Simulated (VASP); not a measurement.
A run of VASP 6.6.1:

File INCAR:

```
PREC = Accurate ; ENCUT = 600
EDIFF = 1E-6 ; ISMEAR = 0
SIGMA = 0.1 ; LREAL = False
LASPH = True ; NELM = 80
ALGO = Normal ; ISIF = 3
LWAVE = False ; LCHARG = False
GGA = PE ; IBRION = 2
NSW = 90 ; EDIFFG = -0.04
```

The input KPOINTS:

```
regular mesh
0
Gamma
  3 3 6
```

POSCAR

```
AlB2Sb3
1.0
    6.1752008600      0.0000000000      0.0000000000
   -3.0876004300      5.3478808200      0.0000000000
    0.0000000000      0.0000000000      3.4685266500
Al B Sb
1 2 3
Direct
    0.0000000000      0.0000000000      0.0000000000
    0.3333333300      0.6666666700      0.0000000000
    0.6666666700      0.3333333300      0.0000000000
    0.5000000000      0.0000000000      0.5000000000
    0.5000000000      0.5000000000      0.5000000000
    0.0000000000      0.5000000000      0.5000000000
```

Potentials or basis: VASP PAW PBE potentials, release 64 (Al, B, Sb).

Run with:

```sh
$ cat potpaw_PBE.64/Al/POTCAR potpaw_PBE.64/B/POTCAR potpaw_PBE.64/Sb/POTCAR > POTCAR
$ mpirun -np 1 vasp_std > vasp.out
```

Hardware: 1 thread of AMD EPYC 7R43 64-Core Processor (Zen 3), on a shared host.

Problem. Estimate the wall time of this run.

Solution. Run time: 4.5 min on 1 thread of AMD EPYC 7R43 64-Core Processor (Zen 3), with other jobs on the host, peak memory 0.24 GiB. Counts: scf iterations 82, k points 12, ion steps 12.
